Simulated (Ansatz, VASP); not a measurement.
**Two plane-wave programs on Li2O**

```
Li O
1.0
     0.00000    2.30950    2.30950
     2.30950    0.00000    2.30950
     2.30950    2.30950    0.00000
Li O
2 1
Cartesian
  1.1548 1.1548 1.1548
  3.4643 3.4643 3.4643
  0.0000 0.0000 0.0000
```

Alike in both runs: task single point; functional PBE; k mesh 12 × 12 × 12; occupations gaussian, width 0.05 eV; no spin polarisation.

|  | VASP | Ansatz |
| --- | --- | --- |
| version | VASP 6.6.1 | Ansatz 0.2.0 |
| potentials or method | VASP PAW PBE potentials, release 64 (Li_sv, O), cutoff 750 eV | scalar-relativistic, plane waves, PAW |
| valence electrons in the cell | 12 | 12 |

|  | VASP | Ansatz | Ansatz less VASP |
| --- | --- | --- | --- |
| gap on the k mesh at the Fermi level (eV) | 4.98 | 4.99 | +0.013 |
| pressure (GPa) | 0.0 | 0.4 | +0.33 |
